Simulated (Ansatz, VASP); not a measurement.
## One calculation of V, two programs

```
CELL_PARAMETERS angstrom
0.00000 2.40343 2.40343
2.40343 0.00000 2.40343
2.40343 2.40343 0.00000
ATOMIC_POSITIONS crystal
V 0.87500 0.87500 0.87500
V 0.12500 0.12500 0.12500
```

Change from the starting cell: volume scaled by 0.84, LAPW.

Alike in both runs: task single point; functional LDA; k mesh 13 × 13 × 13; occupations fermi-dirac, width 0.05 eV; no spin polarisation.

|  | VASP | Ansatz |
| --- | --- | --- |
| version | VASP 6.6.1 | Ansatz 0.2.0 |
| potentials or method | VASP PAW LDA potentials, release 64 (V_sv), cutoff 520 eV | all-electron LAPW, scalar-relativistic |

VASP gave:

* pressure (GPa): 22.7

Question: Which values does Ansatz return?

Answer: Pressure (GPa): 20.0.

LDA's correlation is that of Perdew and Zunger in VASP and of Perdew and Wang (1992) in Ansatz. Ansatz ran all-electron here, and VASP with PAW potentials.
